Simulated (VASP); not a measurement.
# AlCo3 (Pm-3m) in VASP: a series of runs

AlCo3 is run at these levels: PBEsol; tasks: single point.

Everything below comes from runs of VASP 6.6.1. Logs are shortened: lines on timing, memory, paths and dates and some standing lists are left out, and cuts for length are marked.

### Step 1. The cell of the first run

It takes space group Pm-3m (No. 221, cubic). Conventional cell: a = 3.575 Å, b = 3.575 Å, c = 3.575 Å, α = 90.00°, β = 90.00°, γ = 90.00°. Within 3.3 Å of Al (site symmetry m-3m) lie 12 Co at 2.53 Å. Co (site symmetry 4/mmm) has 4 Al at 2.53 Å and 8 Co at 2.53 Å within 3.3 Å.

### Step 2. Single point, PBEsol, collinear spin, ferromagnetic start

Input file INCAR:

```
ALGO = Fast ; EDIFF = 1E-6
ENCUT = 520 ; GGA = PS
ISIF = 2 ; ISMEAR = 0
ISPIN = 2 ; LASPH = True
LCHARG = False ; LMAXMIX = 4
LORBIT = 11 ; LREAL = False
LWAVE = False ; MAGMOM = 0 1.48 1.48 1.48
NBANDS = 27 ; NELM = 150
PREC = Accurate ; SIGMA = 0.1
```

Input file KPOINTS:

```
k-points
0
Gamma
  16 16 16
```

Input file POSCAR:

```
AlCo3
1.0
    3.5749480000      0.0000000000      0.0000000000
    0.0000000000      3.5749480000      0.0000000000
    0.0000000000      0.0000000000      3.5749480000
Al Co
1 3
Direct
    0.0000000000      0.0000000000      0.0000000000
    0.5000000000      0.5000000000      0.0000000000
    0.5000000000      0.0000000000      0.5000000000
    0.0000000000      0.5000000000      0.5000000000
```

Potentials or basis: VASP PAW PBE potentials, release 64 (Al, Co).

On the command line:

```console
cat potpaw_PBE.64/Al/POTCAR potpaw_PBE.64/Co/POTCAR > POTCAR
mpirun -np 1 vasp_std > vasp.out
```

OUTCAR:

```text
EDIFF = 1E-6
   ENCUT = 520
   GGA = PS
   ISIF = 2
   ISMEAR = 0
   ISPIN = 2
   LASPH = True
   LORBIT = 11
   LREAL = False
   NELM = 150
   PREC = Accurate

 ion  position               nearest neighbor table
   1  0.000  0.000  0.000-   2 2.53   3 2.53   4 2.53   3 2.53   4 2.53   2 2.53   4 2.53   4 2.53
                             2 2.53   3 2.53   3 2.53   2 2.53
   2  0.500  0.500  0.000-   1 2.53   3 2.53   4 2.53   3 2.53   4 2.53   1 2.53   3 2.53   3 2.53
                             1 2.53   4 2.53   4 2.53   1 2.53
   3  0.500  0.000  0.500-   1 2.53   2 2.53   4 2.53   1 2.53   2 2.53   2 2.53   4 2.53   2 2.53
                             1 2.53   4 2.53   1 2.53   4 2.53
   4  0.000  0.500  0.500-   1 2.53   2 2.53   3 2.53   1 2.53   2 2.53   1 2.53   3 2.53   1 2.53
                             2 2.53   3 2.53   2 2.53   3 2.53

  LATTYP: Found a simple cubic cell.
 ALAT       =     3.5749480000

  Lattice vectors:

 A1 = (   3.5749480000,   0.0000000000,   0.0000000000)
 A2 = (   0.0000000000,   3.5749480000,   0.0000000000)
 A3 = (   0.0000000000,   0.0000000000,   3.5749480000)

Analysis of symmetry for initial positions (statically):
=====================================================================
 Subroutine PRICEL returns:
 Original cell was already a primitive cell.

 Routine SETGRP: Setting up the symmetry group for a
 simple cubic supercell.

 Subroutine GETGRP returns: Found 48 space group operations
 (whereof 48 operations were pure point group operations)
 out of a pool of 48 trial point group operations.

The static configuration has the point symmetry O_h .

Analysis of symmetry for dynamics (positions and initial velocities):
=====================================================================
 Subroutine PRICEL returns:
 Original cell was already a primitive cell.

 Routine SETGRP: Setting up the symmetry group for a
 simple cubic supercell.

 Subroutine GETGRP returns: Found 48 space group operations
 (whereof 48 operations were pure point group operations)
 out of a pool of 48 trial point group operations.

The dynamic configuration has the point symmetry O_h .

Analysis of structural, dynamic, and magnetic symmetry:
=====================================================================
 Subroutine PRICEL returns:
 Original cell was already a primitive cell.

 Routine SETGRP: Setting up the symmetry group for a
 simple cubic supercell.

 Subroutine GETGRP returns: Found 48 space group operations
 (whereof 48 operations were pure point group operations)
 out of a pool of 48 trial point group operations.

The overall configuration has the point symmetry O_h .

 Subroutine INISYM returns: Found 48 space group operations
 (whereof 48 operations are pure point group operations),
 and found     1 'primitive' translations

----------------------------------------------------------------------------------------

                                     Primitive cell

  volume of cell :      45.6887

  direct lattice vectors                    reciprocal lattice vectors
     3.574948000  0.000000000  0.000000000     0.279724348  0.000000000  0.000000000
     0.000000000  3.574948000  0.000000000     0.000000000  0.279724348  0.000000000
     0.000000000  0.000000000  3.574948000     0.000000000  0.000000000  0.279724348

  length of vectors
     3.574948000  3.574948000  3.574948000     0.279724348  0.279724348  0.279724348

  position of ions in fractional coordinates (direct lattice)
     0.000000000  0.000000000  0.000000000
     0.500000000  0.500000000  0.000000000
     0.500000000  0.000000000  0.500000000
     0.000000000  0.500000000  0.500000000

  ion indices of the primitive-cell ions
   primitive index   ion index
                 1           1
                 2           2
                 3           3
                 4           4

----------------------------------------------------------------------------------------

 KPOINTS: k-points

Automatic generation of k-mesh.
 Grid dimensions read from file:
 generate k-points for:   16   16   16

 Generating k-lattice:

  Cartesian coordinates                     Fractional coordinates (reciprocal lattice)
     0.017482772  0.000000000  0.000000000     0.062500000  0.000000000  0.000000000
     0.000000000  0.017482772  0.000000000     0.000000000  0.062500000  0.000000000
     0.000000000  0.000000000  0.017482772     0.000000000  0.000000000  0.062500000

  Length of vectors
     0.017482772  0.017482772  0.017482772

  Shift w.r.t. Gamma in fractional coordinates (k-lattice)
     0.000000000  0.000000000  0.000000000

 Subroutine IBZKPT returns following result:
 ===========================================

 Found    165 irreducible k-points:

 Following reciprocal coordinates:
            Coordinates               Weight
  0.000000  0.000000  0.000000      1.000000
  0.062500  0.000000  0.000000      6.000000
  0.125000  0.000000  0.000000      6.000000
  0.187500  0.000000  0.000000      6.000000
  0.250000  0.000000  0.000000      6.000000
  0.312500  0.000000  0.000000      6.000000
[... 16 lines left out ...]
  0.437500  0.125000  0.000000     24.000000
  0.500000  0.125000  0.000000     12.000000
 [... further k-points ...]
   k-points           NKPTS =    165   k-points in BZ     NKDIM =    165   number of bands    NBANDS=     27
   number of dos      NEDOS =    301   number of ions     NIONS =      4
   total plane-waves  NPLWV =  21952
   dimension x,y,z NGX =    28 NGY =   28 NGZ =   28
   dimension x,y,z NGXF=    56 NGYF=   56 NGZF=   56
   ions per type =               1   3
   NGX,Y,Z   is equivalent  to a cutoff of  13.02, 13.02, 13.02 a.u.
   NGXF,Y,Z  is equivalent  to a cutoff of  26.04, 26.04, 26.04 a.u.
 SYSTEM =  unknown system
   PREC   = accura    normal or accurate (medium, high low for compatibility)
   ISTART =      0    job   : 0-new  1-cont  2-samecut
   ICHARG =      2    charge: 1-file 2-atom 10-const
   ISPIN  =      2    spin polarized calculation?
   LNONCOLLINEAR =      F non collinear calculations
   LSORBIT =      F    spin-orbit coupling
   LASPH  =      T    aspherical Exc in radial PAW
   ENCUT  =  520.0 eV  38.22 Ry    6.18 a.u.   6.65  6.65  6.65*2*pi/ulx,y,z
   NELM   =    150;   NELMIN=  2; NELMDL= -5     # of ELM steps
   EDIFF  = 0.1E-05   stopping-criterion for ELM
   LREAL  =      F    real-space projection
   EDIFFG = 0.1E-04   stopping-criterion for IOM
   NSW    =      0    number of steps for IOM
   IBRION =     -1    ionic relax: 0-MD 1-quasi-New 2-CG
   NFREE  =      0    steps in history (QN), initial steepest desc. (CG)
   ISIF   =      2    stress and relaxation
   ISYM   =      2    0-nonsym 1-usesym 2-fastsym
   POTIM  = 0.5000    time-step for ionic-motion
   TEBEG  =    0.0;   TEEND  =   0.0 temperature during run
   PSTRESS=    0.0 pullay stress
   NELECT =      30.0000    total number of electrons
   NUPDOWN=      -1.0000    fix difference up-down
   EMIN   =  10.00;   EMAX   =-10.00  energy-range for DOS
   EFERMI =   0.00;   METHOD = LEGACY
   ISMEAR =     0;   SIGMA  =   0.10  broadening in eV -4-tet -1-fermi 0-gaus
   EFERMI_NEDOS =   21; number of points for ismear=-14 and -15
   IALGO  =     68    algorithm
   IMIX   =      4    mixing-type and parameters
     AMIX     =   0.40;   BMIX     =  1.00
     AMIX_MAG =   1.60;   BMIX_MAG =  1.00
  volume/ion in A,a.u.               =      11.42        77.08
  Fermi-wavevector in a.u.,A,eV,Ry     =   1.422915  2.688919 27.547527  2.024686
  Thomas-Fermi vector in A             =   2.543568
   LORBIT       =     11    0 simple, 1 ext, 2 COOP (PROOUT), +10 PAW based schemes
   GGA     = PS    functional components
   LHFCALC =     F    Hartree Fock is set to
   AEXX    =    0.0000 exact exchange contribution
   IVDW    =     0    specifies the selected vdW correction
   LEPSILON=     F    determine dielectric tensor
   LRPA    =     F    only Hartree local field effects (RPA)
 spin polarized calculation
 RMM-DIIS sequential band-by-band and
 Gauss-broadening in eV      SIGMA  =   0.10
  energy-cutoff  :      520.00
  volume of cell :       45.69
 maximum number of plane-waves:      1254
 NGX is ok and might be reduce to    28
   NGX = 13   NGY = 13   NGZ = 13

 number of electron      30.0000033 magnetization       3.8402585

 Free energy of the ion-electron system (eV)
  ---------------------------------------------------
  ext. energy  EPLUGINS =         0.00000000
  ---------------------------------------------------
  free energy    TOTEN  =       -27.99340112 eV

  energy without entropy =      -27.95946066  energy(sigma->0) =      -27.97643089

 E-fermi :   9.9045     XC(G=0): -12.8627

 val. band max:        9.9035737351   @ k =   0.4375   0.3125   0.0625
 cond. band min:       9.9045418360   @ k =   0.5000   0.4375   0.3750
 fundamental gap:      0.0009681008
 Fermi energy:         9.9045342340

 spin component 1

 k-point     1 :       0.0000    0.0000    0.0000
  band No.  band energies     occupation
      1      -0.0619      1.00000
      2       4.9169      1.00000
      3       5.8718      1.00000
      4       5.8718      1.00000
      5       6.2172      1.00000
      6       6.2172      1.00000
[... 709 lines left out ...]
     26      23.0889      0.00000
     27      24.7089      0.00000

 [... further k-points ...]

 spin component 2

 k-point     1 :       0.0000    0.0000    0.0000
  band No.  band energies     occupation
      1      -0.0225      1.00000
      2       5.8887      1.00000
      3       6.7410      1.00000
      4       6.7410      1.00000
      5       7.2230      1.00000
      6       7.2230      1.00000
[... 709 lines left out ...]
     26      23.2663      0.00000
     27      24.8777      0.00000

 [... further k-points ...]

------------------------ aborting loop because EDIFF is reached ----------------------------------------

  FORCE on cell =-STRESS in cart. coord.  units (eV):
  Direction    XX          YY          ZZ          XY          YZ          ZX
  --------------------------------------------------------------------------------------
  -------------------------------------------------------------------------------------
  Total       -2.2157514     -2.2157514     -2.2157514      0.0000000     -0.0000000      0.0000000
  in kB      -77.7002536    -77.7002536    -77.7002536      0.0000000     -0.0000000      0.0000000
  external PRESSURE =     -77.7002536 kB  Pullay stress =       0.0000000 kB

 VOLUME and BASIS-vectors are now :
 -----------------------------------------------------------------------------
  energy-cutoff  :      520.00
  volume of cell :       45.69
      direct lattice vectors                 reciprocal lattice vectors
     3.574948000  0.000000000  0.000000000     0.279724348  0.000000000  0.000000000
     0.000000000  3.574948000  0.000000000     0.000000000  0.279724348  0.000000000
     0.000000000  0.000000000  3.574948000     0.000000000  0.000000000  0.279724348

 POSITION                                       TOTAL-FORCE (eV/Angst)
 -----------------------------------------------------------------------------------
      0.00000      0.00000      0.00000         0.000000      0.000000      0.000000
      1.78747      1.78747      0.00000         0.000000      0.000000      0.000000
      1.78747      0.00000      1.78747         0.000000      0.000000      0.000000
      0.00000      1.78747      1.78747         0.000000      0.000000      0.000000
 -----------------------------------------------------------------------------------
    total drift:                                0.000000      0.000000      0.000000

  FREE ENERGIE OF THE ION-ELECTRON SYSTEM (eV)
  ---------------------------------------------------
  free  energy   TOTEN  =       -27.9934011161 eV

  energy  without entropy=      -27.9594606576  energy(sigma->0) =      -27.97643089

 total charge

# of ion       s       p       d       tot
------------------------------------------
    1        0.408   0.413   0.000   0.821
    2        0.472   0.510   7.315   8.297
    3        0.472   0.510   7.315   8.297
    4        0.472   0.510   7.315   8.297
--------------------------------------------------
tot          1.824   1.942  21.946  25.712

 magnetization (x)

# of ion       s       p       d       tot
------------------------------------------
    1       -0.002  -0.037   0.000  -0.039
    2       -0.002  -0.004   1.320   1.314
    3       -0.002  -0.004   1.320   1.314
    4       -0.002  -0.004   1.320   1.314
--------------------------------------------------
tot         -0.009  -0.048   3.960   3.903
```

Run time: 3.1 min. Hardware: 1 thread of Intel Xeon 6975P-C (Granite Rapids), shared host; peak memory 0.38 GiB.

Results:

```yaml
Free_energy: -27.9934 eV
Pressure: -7.8 GPa
Net_moment: 3.84 μB per cell
Site_moments: Al -0.04; Co +1.31 μB
Valence_electrons_inside_the_program's_atomic_spheres: Al 0.82; Co 8.30
```

Caveat: the cell stands under tension; the PAW data sets were made with another functional, which shifts forces and pressure a little.

### Step 3. Single point, PBEsol, collinear spin, ferromagnetic start

Input file INCAR:

```
SYSTEM = AlCo3
PREC = Accurate
ENCUT = 520
EDIFF = 1E-7
ISMEAR = 0
SIGMA = 0.1
LREAL = .FALSE.
LASPH = .TRUE.
NELM = 150
ALGO = Fast
ISIF = 2
LWAVE = .FALSE.
LCHARG = .TRUE.
ISPIN = 2
MAGMOM = 0 3 3 3
LORBIT = 11
LMAXMIX = 4
GGA = PS
LELF = .TRUE.
LVHAR = .TRUE.
NBANDS = 27
```

Input file KPOINTS:

```
Automatic mesh
0
G
  12 12 12
  0 0 0
```

POSCAR is that of step 2.

Potentials or basis: VASP PAW PBE potentials, release 64 (Al, Co).

On the command line:

```console
cat potpaw_PBE.64/Al/POTCAR potpaw_PBE.64/Co/POTCAR > POTCAR
mpirun -np 1 vasp_std > vasp.out
```

It took 1.7 min on 1 thread of AMD EPYC 9R45 (Zen 5), shared host; peak memory 0.25 GiB.

It converged, with:

| Quantity | Value |
| --- | --- |
| Free energy | -27.9936 eV |
| Pressure | -7.7 GPa |
| Net moment | 3.85 μB per cell |
| Site moments | Al -0.04; Co +1.32 μB |
| Valence electrons inside the program's atomic spheres | Al 0.82; Co 8.30 |

Levels at points of the mesh, in eV from the Fermi level:
Spin up:
```
           k point  band 14  band 15  band 16  band 17  band 18  band 19  band 20  band 21
(0.00, 0.00, 0.00)    -0.19    -0.19    -0.19     0.80     0.80     0.80     6.68     6.68
(0.50, 0.00, 0.00)    -1.45    -1.37    -0.94    -0.19     5.50     5.50     5.57     5.57
(0.50, 0.50, 0.00)    -1.57    -1.18    -1.18    -0.72     0.77     0.77     8.13     8.16
(0.50, 0.50, 0.50)    -1.29    -1.29    -0.40    -0.40    -0.40    -0.33     3.40     4.19
```
Spin down:
```csv
k point,band 10,band 11,band 12,band 13,band 14,band 15,band 16,band 17
"(0.00, 0.00, 0.00)",-0.42,0.59,0.59,0.82,0.82,0.82,1.01,1.18
"(0.50, 0.00, 0.00)",-0.94,-0.80,-0.22,-0.22,-0.22,0.03,0.66,1.19
"(0.50, 0.50, 0.00)",-1.19,-0.38,-0.37,-0.31,-0.31,0.09,0.11,0.24
"(0.50, 0.50, 0.50)",-1.17,-0.33,-0.33,-0.33,-0.20,-0.05,-0.05,0.99
```

Caveat: the cell stands under tension; the PAW data sets were made with another functional, which shifts forces and pressure a little.
